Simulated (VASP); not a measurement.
# Ga2O3 (R-3c) in VASP: relaxation of cell and atoms with PBE

Aim: the relaxation of cell and atoms of Ga2O3 with PBE.

All numbers are computed with VASP 6.6.1; they aren't measurements. Logs are shortened: lines on timing, memory, paths and dates and some standing lists are left out, and cuts for length are marked.

**1. The cell of the first run**

Symmetry: R-3c, No. 167, trigonal system. Conventional cell: a = 5.058 Å, b = 5.058 Å, c = 13.623 Å, α = 90.00°, β = 90.00°, γ = 120.00°. Ga (site symmetry 3) has 6 O at 1.95 to 2.10 Å within 2.6 Å. Within 2.9 Å of O (site symmetry 2) lie 4 Ga at 1.95 to 2.10 Å and 8 O at 2.66 to 2.88 Å.

**2. Relaxation of cell and atoms, PBE**

Input file INCAR:

```
ALGO     = Normal         # electronic algorithm
EDIFF    = 1E-7           # SCF threshold, eV
EDIFFG   = -0.005         # ionic threshold
ENCUT    = 600            # plane-wave cutoff, eV
GGA      = PE             # functional
IBRION   = 2              # ionic algorithm
ISIF     = 3              # what is computed and relaxed
ISMEAR   = 0              # smearing method
LASPH    = T              # aspherical terms in the spheres
LCHARG   = F              # write CHGCAR
LREAL    = F              # projectors in reciprocal space
LWAVE    = F              # write WAVECAR
NELM     = 60             # most SCF steps
NSW      = 100            # ionic steps
PREC     = Accurate       # precision mode
SIGMA    = 0.02           # smearing width, eV
```

Input file KPOINTS:

```
k-points
0
Gamma
  6 6 6
```

Input file POSCAR:

```
Ga2O3
1.0
    2.5288071890      1.4600075113      4.5408731688
   -2.5288071890      1.4600075113      4.5408731688
    0.0000000000     -2.9200150226      4.5408731688
Ga O
4 6
Direct
    0.8558438247      0.8558438247      0.8558438247
    0.6441561753      0.6441561753      0.6441561753
    0.1441561753      0.1441561753      0.1441561753
    0.3558438247      0.3558438247      0.3558438247
    0.7500000000      0.4468728987      0.0531271013
    0.4468728987      0.0531271013      0.7500000000
    0.0531271013      0.7500000000      0.4468728987
    0.2500000000      0.5531271013      0.9468728987
    0.9468728987      0.2500000000      0.5531271013
    0.5531271013      0.9468728987      0.2500000000
```

Potentials or basis: VASP PAW PBE potentials, release 64 (Ga_d, O).

Started as:

```console
> cat potpaw_PBE.64/Ga_d/POTCAR potpaw_PBE.64/O/POTCAR > POTCAR
> mpirun -np 1 vasp_std > vasp.out
```

OUTCAR:

```text
EDIFF = 1E-7
   EDIFFG = -0.005
   ENCUT = 600
   GGA = PE
   IBRION = 2
   ISIF = 3
   ISMEAR = 0
   LASPH = T
   LREAL = F
   NELM = 60
   NSW = 100
   PREC = Accurate

 ion  position               nearest neighbor table
   1  0.856  0.856  0.856-   8 1.95  10 1.95   9 1.95   6 2.10   7 2.10   5 2.10   2 2.88
   2  0.644  0.644  0.644-   9 1.95  10 1.95   8 1.95   6 2.10   7 2.10   5 2.10   1 2.88
   3  0.144  0.144  0.144-   5 1.95   6 1.95   7 1.95  10 2.10   9 2.10   8 2.10   4 2.88
   4  0.356  0.356  0.356-   7 1.95   6 1.95   5 1.95  10 2.10   9 2.10   8 2.10   3 2.88
   5  0.750  0.447  0.053-   3 1.95   4 1.95   1 2.10   2 2.10
   6  0.447  0.053  0.750-   3 1.95   4 1.95   1 2.10   2 2.10
   7  0.053  0.750  0.447-   4 1.95   3 1.95   1 2.10   2 2.10
   8  0.250  0.553  0.947-   1 1.95   2 1.95   3 2.10   4 2.10
   9  0.947  0.250  0.553-   2 1.95   1 1.95   3 2.10   4 2.10
  10  0.553  0.947  0.250-   1 1.95   2 1.95   3 2.10   4 2.10

  LATTYP: Found a trigonal (rhomboedric) cell.
 ALAT       =     5.3987051102
 COS(alpha) =     0.5611842381

  Lattice vectors:

 A1 = (   2.5288071890,   1.4600075113,   4.5408731688)
 A2 = (  -2.5288071890,   1.4600075113,   4.5408731688)
 A3 = (   0.0000000000,  -2.9200150226,   4.5408731688)

Analysis of symmetry for initial positions (statically):
=====================================================================
 Subroutine PRICEL returns:
 Original cell was already a primitive cell.

 Routine SETGRP: Setting up the symmetry group for a
 trigonal (rhombohedral) supercell.

 Subroutine GETGRP returns: Found 12 space group operations
 (whereof  6 operations were pure point group operations)
 out of a pool of 12 trial point group operations.

The static configuration has the point symmetry S_6 .
 The point group associated with its full space group is D_3d.

Analysis of symmetry for dynamics (positions and initial velocities):
=====================================================================
 Subroutine PRICEL returns:
 Original cell was already a primitive cell.

 Routine SETGRP: Setting up the symmetry group for a
 trigonal (rhombohedral) supercell.

 Subroutine GETGRP returns: Found 12 space group operations
 (whereof  6 operations were pure point group operations)
 out of a pool of 12 trial point group operations.

The dynamic configuration has the point symmetry S_6 .
 The point group associated with its full space group is D_3d.

 Subroutine INISYM returns: Found 12 space group operations
 (whereof  6 operations are pure point group operations),
 and found     1 'primitive' translations

[... 118 lines left out ...]
   POTIM  = 0.5000    time-step for ionic-motion
   TEBEG  =    0.0;   TEEND  =   0.0 temperature during run
   PSTRESS=    0.0 pullay stress
   NELECT =      88.0000    total number of electrons
   NUPDOWN=      -1.0000    fix difference up-down
   EMIN   =  10.00;   EMAX   =-10.00  energy-range for DOS
   EFERMI =   0.00;   METHOD = LEGACY
   ISMEAR =     0;   SIGMA  =   0.02  broadening in eV -4-tet -1-fermi 0-gaus
   EFERMI_NEDOS =   21; number of points for ismear=-14 and -15
   IALGO  =     38    algorithm
   IMIX   =      4    mixing-type and parameters
     AMIX     =   0.40;   BMIX     =  1.00
     AMIX_MAG =   1.60;   BMIX_MAG =  1.00
  volume/ion in A,a.u.               =      10.06        67.88
  Fermi-wavevector in a.u.,A,eV,Ry     =   1.565724  2.958790 33.354574  2.451492
  Thomas-Fermi vector in A             =   2.668158
   LORBIT       =      0    0 simple, 1 ext, 2 COOP (PROOUT), +10 PAW based schemes
   GGA     = PE    functional components
   LHFCALC =     F    Hartree Fock is set to
   AEXX    =    0.0000 exact exchange contribution
   IVDW    =     0    specifies the selected vdW correction
   LEPSILON=     F    determine dielectric tensor
   LRPA    =     F    only Hartree local field effects (RPA)
 conjugate gradient relaxation of ions
 non-spin polarized calculation
 Gauss-broadening in eV      SIGMA  =   0.02
  energy-cutoff  :      600.00
  volume of cell :      100.59
 maximum number of plane-waves:      3378
 NGX is ok and might be reduce to    48
   NGX = 21   NGY = 21   NGZ = 21

--------------------------------------- Ionic step        1  -------------------------------------------

 number of electron      88.0000001 magnetization

 Free energy of the ion-electron system (eV)
  ---------------------------------------------------
  ext. energy  EPLUGINS =         0.00000000
  ---------------------------------------------------
  free energy    TOTEN  =       -59.40826092 eV

  energy without entropy =      -59.40826092  energy(sigma->0) =      -59.40826092

------------------------ aborting loop because EDIFF is reached ----------------------------------------

  FORCE on cell =-STRESS in cart. coord.  units (eV):
  Direction    XX          YY          ZZ          XY          YZ          ZX
  --------------------------------------------------------------------------------------
  -------------------------------------------------------------------------------------
  Total        0.4440732      0.4440732      0.3714947     -0.0000000     -0.0000000     -0.0000000
  in kB        7.0730008      7.0730008      5.9170027     -0.0000000     -0.0000000     -0.0000000
  external PRESSURE =       6.6876681 kB  Pullay stress =       0.0000000 kB
[... 163 lines left out ...]
--------------------------------------- Ionic step        5  -------------------------------------------

 number of electron      88.0000002 magnetization

 Free energy of the ion-electron system (eV)
  ---------------------------------------------------
  ext. energy  EPLUGINS =         0.00000000
  ---------------------------------------------------
  free energy    TOTEN  =       -59.40898534 eV

  energy without entropy =      -59.40898534  energy(sigma->0) =      -59.40898534

 E-fermi :   4.1790     XC(G=0): -11.9443

 val. band max:        4.0708228574   @ k =  -0.1667   0.1667   0.0000
 cond. band min:       6.4297284375   @ k =   0.0000   0.0000   0.0000
 fundamental gap:      2.3589055801
 Fermi energy:         4.1790036259

 k-point     1 :       0.0000    0.0000    0.0000
  band No.  band energies     occupation
      1     -14.5877      2.00000
      2     -12.7407      2.00000
      3     -12.7407      2.00000
      4     -12.7162      2.00000
      5     -12.6989      2.00000
      6     -12.6989      2.00000
[... 1309 lines left out ...]
     51      13.7701      0.00000
     52      14.5935      0.00000

 [... further k-points ...]
[... 5 lines left out ...]
  --------------------------------------------------------------------------------------
  -------------------------------------------------------------------------------------
  Total        0.0039398      0.0039398     -0.0095744      0.0000000      0.0000000      0.0000000
  in kB        0.0625454      0.0625454     -0.1519957      0.0000000      0.0000000      0.0000000
  external PRESSURE =      -0.0089683 kB  Pullay stress =       0.0000000 kB
[... 25 lines left out ...]
  FREE ENERGIE OF THE ION-ELECTRON SYSTEM (eV)
  ---------------------------------------------------
  free  energy   TOTEN  =       -59.4089853376 eV

  energy  without entropy=      -59.4089853376  energy(sigma->0) =      -59.40898534

 reached required accuracy - stopping structural energy minimisation
```

CONTCAR:

```text
Ga2O3
   1.00000000000000
     2.5317337466163510    1.4616971601276070    4.5453231203815294
    -2.5317337466163510    1.4616971601276070    4.5453231203815294
     0.0000000000000000   -2.9233943202552140    4.5453231203815294
  Ga              O
     4     6
Direct
     0.8558941580245832    0.8558941580245832    0.8558941580245832
     0.6441058419754168    0.6441058419754168    0.6441058419754168
     0.1441058419754168    0.1441058419754168    0.1441058419754168
     0.3558941580245832    0.3558941580245832    0.3558941580245832
     0.7500000000000000    0.4468869981584491    0.0531130018415510
     0.4468869981584491    0.0531130018415510    0.7500000000000000
     0.0531130018415510    0.7500000000000000    0.4468869981584491
     0.2500000000000000    0.5531130018415510    0.9468869981584490
     0.9468869981584490    0.2500000000000000    0.5531130018415510
     0.5531130018415510    0.9468869981584490    0.2500000000000000

  0.00000000E+00  0.00000000E+00  0.00000000E+00
  0.00000000E+00  0.00000000E+00  0.00000000E+00
  0.00000000E+00  0.00000000E+00  0.00000000E+00
  0.00000000E+00  0.00000000E+00  0.00000000E+00
  0.00000000E+00  0.00000000E+00  0.00000000E+00
  0.00000000E+00  0.00000000E+00  0.00000000E+00
  0.00000000E+00  0.00000000E+00  0.00000000E+00
  0.00000000E+00  0.00000000E+00  0.00000000E+00
  0.00000000E+00  0.00000000E+00  0.00000000E+00
  0.00000000E+00  0.00000000E+00  0.00000000E+00
```

Run time: 25 min. Hardware: 1 thread of Intel Xeon 8259CL, shared host; peak memory 0.43 GiB.

What came out:

```
Free energy                           : -59.4090 eV
Relaxed volume                        : 10.09 Å³/atom
Relaxed cell                          : a = 5.404 Å, b = 5.404 Å, c = 5.404 Å, α = 55.87°, β = 55.87°, γ = 55.87°
Space group after relaxing (to 0.1 Å) : R-3c (No. 167)
Energy gained by relaxing             : 0.1 meV/atom
Ionic steps                           : 5
Pressure after relaxing               : 0.0 GPa
Largest force after relaxing          : 0.005 eV/Å
Band gap on the k mesh                : 2.36 eV (least direct gap 2.59 eV)
```

Forces on the atoms (eV/Å):
```
Ga   0.000  0.000  0.005
Ga   0.000  0.000 -0.005
Ga   0.000  0.000 -0.005
Ga   0.000  0.000  0.005
O   -0.001  0.001  0.000
O    0.001  0.000  0.000
O   -0.001 -0.001  0.000
O    0.001 -0.001  0.000
O    0.001  0.001  0.000
O   -0.001  0.000  0.000
```

Step by step:
```
step  energy change (eV)  largest force (eV/Å)  pressure (GPa)  volume (Å³)
   1              0.0000                0.0116            0.67       100.59
   2             -0.0002                0.0065           -0.54       101.20
   3             -0.0007                0.0088           -0.01       100.93
   4             -0.0007                0.0093            0.03       100.92
   5             -0.0007                0.0046            0.00       100.92
```

Final structure:
```cif
data_structure
_symmetry_space_group_name_H-M 'P 1'
_symmetry_Int_Tables_number 1
_cell_length_a 5.4043
_cell_length_b 5.4043
_cell_length_c 5.4043
_cell_angle_alpha 55.870
_cell_angle_beta 55.870
_cell_angle_gamma 55.870
_cell_volume 100.92
loop_
_atom_site_label
_atom_site_type_symbol
_atom_site_fract_x
_atom_site_fract_y
_atom_site_fract_z
_atom_site_occupancy
Ga1 Ga 0.85589 0.85589 0.85589 1
Ga2 Ga 0.64411 0.64411 0.64411 1
Ga3 Ga 0.14411 0.14411 0.14411 1
Ga4 Ga 0.35589 0.35589 0.35589 1
O1 O 0.75000 0.44689 0.05311 1
O2 O 0.44689 0.05311 0.75000 1
O3 O 0.05311 0.75000 0.44689 1
O4 O 0.25000 0.55311 0.94689 1
O5 O 0.94689 0.25000 0.55311 1
O6 O 0.55311 0.94689 0.25000 1
```

A k mesh can miss the band edges.
